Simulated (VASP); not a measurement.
A run of VASP 6.6.1:

The input INCAR:

```
SYSTEM = Nb
ALGO = Normal
EDIFF = 1E-6
ENCUT = 520
GGA = PS
ISIF = 2
ISMEAR = 0
LASPH = .True.
LCHARG = .False.
LREAL = .False.
LWAVE = .False.
NBANDS = 12
NELM = 60
PREC = Accurate
SIGMA = 0.15
```

The input KPOINTS:

```
k-points
0
Gamma
  22 22 22
  0 0 0
```

POSCAR

```
Nb
1.0
   -0.8882443402      1.7764886804      1.7764886804
    1.7764886804     -0.8882443402      1.7764886804
    1.7764886804      1.7764886804     -0.8882443402
Nb
1
Direct
    0.0000000000      0.0000000000      0.0000000000
```

Potentials or basis: VASP PAW PBE potentials, release 64 (Nb_sv).

Run with:

```sh
$ cat potpaw_PBE.64/Nb_sv/POTCAR > POTCAR
$ mpirun -np 1 vasp_std > vasp.out
```

Hardware: 1 thread of Intel(R) Xeon(R) 6975P-C (Granite Rapids), with other jobs on the host.

How long does it take, and how much memory?

Wall time 22 s on 1 thread of Intel(R) Xeon(R) 6975P-C (Granite Rapids), on a shared host, peak memory 0.19 GiB. Counts: scf iterations 12, k points 364.
